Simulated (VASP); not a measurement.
# Fe (Im-3m) in VASP: notebook

Runs on Fe. Level: PBE. Tasks: single point.

Program: VASP 6.6.1. These are calculated values, not measurements. Logs are shortened: lines on timing, memory, paths and dates and some standing lists are left out, and cuts for length are marked.

**1. The cell of the first run**

The structure is cubic, space group Im-3m (No. 229). Conventional cell: a = 2.831 Å, b = 2.831 Å, c = 2.831 Å, α = 90.00°, β = 90.00°, γ = 90.00°. Fe (site symmetry m-3m) has 14 Fe at 2.45 to 2.83 Å within 3.2 Å.

**2. Single point, PBE, collinear spin, ferromagnetic start**

INCAR reads:

```
  PREC = Accurate
  ENCUT = 520
  EDIFF = 1E-7
  ISMEAR = 0
  SIGMA = 0.05
  LREAL = False
  LASPH = True
  NELM = 150
  ALGO = Fast
  ISIF = 2
  LWAVE = False
  LCHARG = False
  ISPIN = 2
  MAGMOM = 2.5 2.5
  LORBIT = 11
  LMAXMIX = 4
  GGA = PE
  NBANDS = 19
```

KPOINTS reads:

```
Automatic mesh
0
Gamma
  14 14 10
```

POSCAR reads:

```
Fe
1.0
    1.4155932657     -1.4155932657      1.4155932657
   -1.4155932657      1.4155932657      1.4155932657
   -2.8311865314     -2.8311865314      0.0000000000
Fe
2
Direct
    0.0000000000      0.0000000000      0.0000000000
    0.5000000000      0.5000000000      0.5000000000
```

Potentials or basis: VASP PAW PBE potentials, release 64 (Fe).

Command:

```
$ cat potpaw_PBE.64/Fe/POTCAR > POTCAR
$ mpirun -np 1 vasp_std > vasp.out
```

OUTCAR:

```text
PREC = Accurate
   ENCUT = 520
   EDIFF = 1E-7
   ISMEAR = 0
   LREAL = False
   LASPH = True
   NELM = 150
   ISIF = 2
   ISPIN = 2
   LORBIT = 11
   GGA = PE

 ion  position               nearest neighbor table
   1  0.000  0.000  0.000-   2 2.45   2 2.45   2 2.45   2 2.45   2 2.83   2 2.83   2 2.83   2 2.83

   2  0.500  0.500  0.500-   1 2.45   1 2.45   1 2.45   1 2.45   1 2.83   1 2.83   1 2.83   1 2.83

  LATTYP: Found a base centered orthorhombic cell.
 ALAT       =     2.8311865314
 B/A-ratio  =     1.4142135624
 C/A-ratio  =     1.4142135624

  Lattice vectors:

 A1 = (   1.4155932657,  -1.4155932657,   1.4155932657)
 A2 = (  -1.4155932657,   1.4155932657,   1.4155932657)
 A3 = (  -2.8311865314,  -2.8311865314,   0.0000000000)

Analysis of symmetry for initial positions (statically):
=====================================================================
 Subroutine PRICEL returns following result:

  LATTYP: Found a body centered cubic cell.
 ALAT       =     2.8311865314

  Lattice vectors:

 A1 = (   1.4155932657,  -1.4155932657,  -1.4155932657)
 A2 = (   1.4155932657,   1.4155932657,   1.4155932657)
 A3 = (  -1.4155932657,  -1.4155932657,   1.4155932657)

   2 primitive cells build up your supercell.

 Routine SETGRP: Setting up the symmetry group for a
 base centered orthorhombic supercell.

 Subroutine GETGRP returns: Found  8 space group operations
 (whereof  8 operations were pure point group operations)
 out of a pool of  8 trial point group operations.

The static configuration has the point symmetry D_2h.

Analysis of symmetry for dynamics (positions and initial velocities):
=====================================================================
 Subroutine PRICEL returns following result:

  LATTYP: Found a body centered cubic cell.
 ALAT       =     2.8311865314

  Lattice vectors:

 A1 = (   1.4155932657,  -1.4155932657,  -1.4155932657)
 A2 = (   1.4155932657,   1.4155932657,   1.4155932657)
 A3 = (  -1.4155932657,  -1.4155932657,   1.4155932657)

   2 primitive cells build up your supercell.

 Routine SETGRP: Setting up the symmetry group for a
 base centered orthorhombic supercell.

 Subroutine GETGRP returns: Found  8 space group operations
 (whereof  8 operations were pure point group operations)
 out of a pool of  8 trial point group operations.

The dynamic configuration has the point symmetry D_2h.

Analysis of structural, dynamic, and magnetic symmetry:
=====================================================================
 Subroutine PRICEL returns following result:

  LATTYP: Found a body centered cubic cell.
 ALAT       =     2.8311865314

  Lattice vectors:

 A1 = (   1.4155932657,  -1.4155932657,  -1.4155932657)
 A2 = (   1.4155932657,   1.4155932657,   1.4155932657)
 A3 = (  -1.4155932657,  -1.4155932657,   1.4155932657)

   2 primitive cells build up your supercell.

 Routine SETGRP: Setting up the symmetry group for a
 base centered orthorhombic supercell.

 Subroutine GETGRP returns: Found  8 space group operations
 (whereof  8 operations were pure point group operations)
 out of a pool of  8 trial point group operations.

The overall configuration has the point symmetry D_2h.

 Subroutine INISYM returns: Found  8 space group operations
 (whereof  8 operations are pure point group operations),
 and found     2 'primitive' translations

----------------------------------------------------------------------------------------

                                     Primitive cell

  volume of cell :      11.3469

  direct lattice vectors                    reciprocal lattice vectors
     1.415593266 -1.415593266 -1.415593266     0.353208801 -0.353208801  0.000000000
     1.415593266  1.415593266  1.415593266     0.353208801 -0.000000000  0.353208801
    -1.415593266 -1.415593266  1.415593266     0.000000000 -0.353208801  0.353208801

  length of vectors
     2.451879459  2.451879459  2.451879459     0.499512677  0.499512677  0.499512677

  position of ions in fractional coordinates (direct lattice)
     0.000000000  0.000000000  0.000000000

  ion indices of the primitive-cell ions
   primitive index   ion index
                 1           1

----------------------------------------------------------------------------------------

 KPOINTS: Automatic mesh

Automatic generation of k-mesh.
 Grid dimensions read from file:
 generate k-points for:   14   14   10

 Generating k-lattice:

  Cartesian coordinates                     Fractional coordinates (reciprocal lattice)
     0.012614600 -0.012614600  0.025229200     0.071428571  0.000000000  0.000000000
    -0.012614600  0.012614600  0.025229200     0.000000000  0.071428571  0.000000000
    -0.017660440 -0.017660440  0.000000000     0.000000000  0.000000000  0.100000000

  Length of vectors
     0.030899333  0.030899333  0.024975634

  Shift w.r.t. Gamma in fractional coordinates (k-lattice)
     0.000000000  0.000000000  0.000000000

 Subroutine IBZKPT returns following result:
 ===========================================

 Found    342 irreducible k-points:

 Following reciprocal coordinates:
            Coordinates               Weight
  0.000000  0.000000  0.000000      1.000000
  0.071429  0.000000  0.000000      4.000000
  0.142857  0.000000  0.000000      4.000000
  0.214286  0.000000  0.000000      4.000000
  0.285714  0.000000  0.000000      4.000000
  0.357143  0.000000  0.000000      4.000000
[... 16 lines left out ...]
  0.214286  0.142857  0.000000      4.000000
  0.285714  0.142857  0.000000      4.000000
 [... further k-points ...]
   k-points           NKPTS =    342   k-points in BZ     NKDIM =    342   number of bands    NBANDS=     19
   number of dos      NEDOS =    301   number of ions     NIONS =      2
   total plane-waves  NPLWV =   9720
   dimension x,y,z NGX =    18 NGY =   18 NGZ =   30
   dimension x,y,z NGXF=    36 NGYF=   36 NGZF=   60
   ions per type =               2
   NGX,Y,Z   is equivalent  to a cutoff of  12.20, 12.20, 12.46 a.u.
   NGXF,Y,Z  is equivalent  to a cutoff of  24.41, 24.41, 24.91 a.u.
 SYSTEM =  unknown system
   PREC   = accura    normal or accurate (medium, high low for compatibility)
   ISTART =      0    job   : 0-new  1-cont  2-samecut
   ICHARG =      2    charge: 1-file 2-atom 10-const
   ISPIN  =      2    spin polarized calculation?
   LNONCOLLINEAR =      F non collinear calculations
   LSORBIT =      F    spin-orbit coupling
   LASPH  =      T    aspherical Exc in radial PAW
   ENCUT  =  520.0 eV  38.22 Ry    6.18 a.u.   4.56  4.56  7.44*2*pi/ulx,y,z
   NELM   =    150;   NELMIN=  2; NELMDL= -5     # of ELM steps
   EDIFF  = 0.1E-06   stopping-criterion for ELM
   LREAL  =      F    real-space projection
   EDIFFG = 0.1E-05   stopping-criterion for IOM
   NSW    =      0    number of steps for IOM
   IBRION =     -1    ionic relax: 0-MD 1-quasi-New 2-CG
   NFREE  =      0    steps in history (QN), initial steepest desc. (CG)
   ISIF   =      2    stress and relaxation
   ISYM   =      2    0-nonsym 1-usesym 2-fastsym
   POTIM  = 0.5000    time-step for ionic-motion
   TEBEG  =    0.0;   TEEND  =   0.0 temperature during run
   PSTRESS=    0.0 pullay stress
   NELECT =      16.0000    total number of electrons
   NUPDOWN=      -1.0000    fix difference up-down
   EMIN   =  10.00;   EMAX   =-10.00  energy-range for DOS
   EFERMI =   0.00;   METHOD = LEGACY
   ISMEAR =     0;   SIGMA  =   0.05  broadening in eV -4-tet -1-fermi 0-gaus
   EFERMI_NEDOS =   21; number of points for ismear=-14 and -15
   IALGO  =     68    algorithm
   IMIX   =      4    mixing-type and parameters
     AMIX     =   0.40;   BMIX     =  1.00
     AMIX_MAG =   1.60;   BMIX_MAG =  1.00
  volume/ion in A,a.u.               =      11.35        76.57
  Fermi-wavevector in a.u.,A,eV,Ry     =   1.457068  2.753458 28.885791  2.123046
  Thomas-Fermi vector in A             =   2.573912
   LORBIT       =     11    0 simple, 1 ext, 2 COOP (PROOUT), +10 PAW based schemes
   GGA     = PE    functional components
   LHFCALC =     F    Hartree Fock is set to
   AEXX    =    0.0000 exact exchange contribution
   IVDW    =     0    specifies the selected vdW correction
   LEPSILON=     F    determine dielectric tensor
   LRPA    =     F    only Hartree local field effects (RPA)
 spin polarized calculation
 RMM-DIIS sequential band-by-band and
 Gauss-broadening in eV      SIGMA  =   0.05
  energy-cutoff  :      520.00
  volume of cell :       22.69
 maximum number of plane-waves:       633
   NGX =  9   NGY =  9   NGZ = 15

 number of electron      15.9999989 magnetization       4.3626344

 Free energy of the ion-electron system (eV)
  ---------------------------------------------------
  ext. energy  EPLUGINS =         0.00000000
  ---------------------------------------------------
  free energy    TOTEN  =       -16.48894055 eV

  energy without entropy =      -16.48683330  energy(sigma->0) =      -16.48788692

 E-fermi :   5.8325     XC(G=0): -13.1239

 val. band max:        5.8305207699   @ k =   0.2857   0.1429   0.3000
 cond. band min:       5.8344585560   @ k =   0.5000   0.4286   0.1000
 fundamental gap:      0.0039377861
 Fermi energy:         5.8324680317

 spin component 1

 k-point     1 :       0.0000    0.0000    0.0000
  band No.  band energies     occupation
      1      -2.6068      1.00000
      2       0.9078      1.00000
      3       2.4522      1.00000
      4       3.5366      1.00000
      5       3.5370      1.00000
      6       3.5381      1.00000
[... 11 lines left out ...]
     18      30.8652      0.00000
     19      30.8660      0.00000
[... 489 lines left out ...]
      3       2.7734      1.00000
      4       2.7743      1.00000
      5       3.0883      1.00000
      6       3.5641      1.00000
[... 11 lines left out ...]
     18      26.6503      0.00000
     19      28.3454      0.00000

 [... further k-points ...]

 spin component 2

 k-point     1 :       0.0000    0.0000    0.0000
  band No.  band energies     occupation
      1      -2.4336      1.00000
      2       2.1851      1.00000
      3       4.1552      1.00000
      4       5.4237      1.00000
      5       5.4307      1.00000
      6       5.4384      1.00000
[... 11 lines left out ...]
     18      30.6224      0.00000
     19      30.6255      0.00000
[... 489 lines left out ...]
      3       4.1237      1.00000
      4       4.1301      1.00000
      5       5.1046      1.00000
      6       5.3596      1.00000
[... 11 lines left out ...]
     18      27.0765      0.00000
     19      28.7994      0.00000

 [... further k-points ...]
[... 5 lines left out ...]
  --------------------------------------------------------------------------------------
  -------------------------------------------------------------------------------------
  Total       -0.0362094     -0.0362094     -0.0501974     -0.0384122     -0.0000000      0.0000000
  in kB       -2.5563834     -2.5563834     -3.5439420     -2.7119043     -0.0000000      0.0000000
  external PRESSURE =      -2.8855696 kB  Pullay stress =       0.0000000 kB

 VOLUME and BASIS-vectors are now :
 -----------------------------------------------------------------------------
  energy-cutoff  :      520.00
  volume of cell :       22.69
      direct lattice vectors                 reciprocal lattice vectors
     1.415593266 -1.415593266  1.415593266     0.176604400 -0.176604400  0.353208801
    -1.415593266  1.415593266  1.415593266    -0.176604400  0.176604400  0.353208801
    -2.831186531 -2.831186531  0.000000000    -0.176604400 -0.176604400  0.000000000

 POSITION                                       TOTAL-FORCE (eV/Angst)
 -----------------------------------------------------------------------------------
      0.00000      0.00000      0.00000        -0.000000      0.000000     -0.000000
     -1.41559     -1.41559      1.41559         0.000000     -0.000000      0.000000
 -----------------------------------------------------------------------------------
    total drift:                                0.000000     -0.000000     -0.000000

  FREE ENERGIE OF THE ION-ELECTRON SYSTEM (eV)
  ---------------------------------------------------
  free  energy   TOTEN  =       -16.4889405464 eV

  energy  without entropy=      -16.4868332956  energy(sigma->0) =      -16.48788692

 total charge

# of ion       s       p       d       tot
------------------------------------------
    1        0.488   0.541   6.242   7.271
    2        0.488   0.541   6.242   7.271
--------------------------------------------------
tot          0.976   1.082  12.483  14.541

 magnetization (x)

# of ion       s       p       d       tot
------------------------------------------
    1       -0.013  -0.053   2.243   2.177
    2       -0.013  -0.053   2.243   2.177
--------------------------------------------------
tot         -0.026  -0.105   4.485   4.354
```

It took 4.5 min on 1 thread of Intel Xeon 8259CL, shared host; peak memory 0.3 GiB.

What came out:

```
Free energy                                           : -16.4889 eV
Pressure                                              : -0.3 GPa
Net moment                                            : 4.36 μB per cell
Site moments                                          : Fe +2.18 μB
Valence electrons inside the program's atomic spheres : Fe 7.27
```

Stress tensor (GPa, compression positive):
```
-0.26 -0.27  0.00
-0.27 -0.26  0.00
 0.00  0.00 -0.35
```

Levels at points of the mesh, in eV from the Fermi level:
Spin up:
| k point | band 7 | band 8 | band 9 | band 10 | band 11 | band 12 | band 13 | band 14 |
| --- | --- | --- | --- | --- | --- | --- | --- | --- |
| (0.00, 0.00, 0.00) | -1.09 | -1.09 | -1.01 | -0.90 | 0.40 | 0.52 | 7.37 | 18.38 |
| (0.50, 0.00, 0.00) | -1.12 | -1.12 | -0.68 | -0.68 | 2.34 | 2.34 | 11.05 | 11.05 |
| (0.50, 0.50, 0.00) | 0.13 | 0.13 | 0.13 | 0.40 | 0.52 | 7.37 | 9.95 | 9.95 |
| (0.00, 0.00, 0.50) | -1.24 | -1.24 | -1.07 | -1.07 | -1.02 | -1.02 | 15.83 | 15.83 |
| (0.50, 0.00, 0.50) | -0.90 | -0.90 | 0.40 | 0.40 | 0.52 | 0.52 | 7.37 | 7.37 |
| (0.50, 0.50, 0.50) | -1.30 | -1.30 | 0.26 | 0.26 | 5.15 | 5.15 | 7.90 | 7.90 |
Spin down:
```csv
k point,band 4,band 5,band 6,band 7,band 8,band 9
"(0.00, 0.00, 0.00)",-0.41,-0.40,-0.39,0.63,1.51,1.66
"(0.50, 0.00, 0.00)",-1.68,-1.24,-1.24,1.35,1.35,1.92
"(0.50, 0.50, 0.00)",-1.69,0.64,1.51,1.92,2.29,2.29
"(0.00, 0.00, 0.50)",-1.06,-0.71,-0.71,0.94,0.94,1.31
"(0.50, 0.00, 0.50)",-1.68,0.63,0.63,1.51,1.51,1.92
"(0.50, 0.50, 0.50)",-1.97,-0.09,-0.09,0.70,0.70,2.45
```

**3. Single point, PBE, collinear spin, antiferromagnetic start**

INCAR reads:

```
PREC = Accurate ; ENCUT = 520
EDIFF = 1E-7 ; ISMEAR = 0
SIGMA = 0.05 ; LREAL = False
LASPH = True ; NELM = 150
ALGO = Fast ; ISIF = 2
LWAVE = False ; LCHARG = False
ISPIN = 2 ; MAGMOM = 2.5 -2.5
LORBIT = 11 ; LMAXMIX = 4
GGA = PE ; NBANDS = 19
```

KPOINTS reads:

```
regular mesh
0
Gamma
  14 14 10
```

POSCAR is that of step 2.

Potentials or basis: VASP PAW PBE potentials, release 64 (Fe).

Command:

```
$ cat potpaw_PBE.64/Fe/POTCAR > POTCAR
$ mpirun -np 1 vasp_std > vasp.out
```

Wall time 6.9 min (1 thread of Intel Xeon 8259CL, shared host); peak memory 0.3 GiB.

Results (log left out):

* Free energy: -16.0533 eV
* Pressure: -2.6 GPa
* Band gap on the k mesh: zero (filled and empty bands overlap)
* Net moment: 0.00 μB per cell
* Site moments: Fe +1.95, -1.95 μB
* Valence electrons inside the program's atomic spheres: Fe 7.26

Stress tensor (GPa, compression positive):
```
-5.60  6.54  0.00
 6.54 -5.60  0.00
 0.00  0.00  3.40
```

Levels at points of the mesh, in eV from the Fermi level:
Spin up:
| k point | band 5 | band 6 | band 7 | band 8 | band 9 | band 10 | band 11 | band 12 |
| --- | --- | --- | --- | --- | --- | --- | --- | --- |
| (0.00, 0.00, 0.00) | -1.89 | -1.38 | -1.31 | -0.96 | 0.29 | 1.05 | 1.27 | 1.37 |
| (0.50, 0.00, 0.00) | -2.11 | -1.76 | -1.43 | -0.87 | 0.84 | 1.45 | 2.24 | 3.33 |
| (0.50, 0.50, 0.00) | -0.17 | 0.22 | 0.31 | 0.32 | 0.96 | 1.00 | 1.80 | 7.74 |
| (0.00, 0.00, 0.50) | -1.63 | -1.46 | -1.37 | -1.33 | -1.28 | 0.46 | 0.89 | 1.22 |
| (0.50, 0.00, 0.50) | -1.04 | -1.01 | 0.28 | 0.36 | 0.58 | 1.13 | 1.15 | 1.67 |
| (0.50, 0.50, 0.50) | -2.21 | -1.52 | -0.54 | 0.09 | 0.23 | 1.79 | 5.12 | 5.59 |
Spin down:
```csv
k point,band 6,band 7,band 8,band 9,band 10,band 11
"(0.00, 0.00, 0.00)",-1.38,-1.31,-0.96,0.29,1.05,1.27
"(0.50, 0.00, 0.00)",-1.76,-1.43,-0.87,0.84,1.45,2.24
"(0.50, 0.50, 0.00)",0.22,0.31,0.32,0.96,1.00,1.80
"(0.00, 0.00, 0.50)",-1.46,-1.37,-1.33,-1.28,0.46,0.89
"(0.50, 0.00, 0.50)",-1.01,0.28,0.36,0.58,1.13,1.15
"(0.50, 0.50, 0.50)",-1.52,-0.54,0.09,0.23,1.79,5.12
```
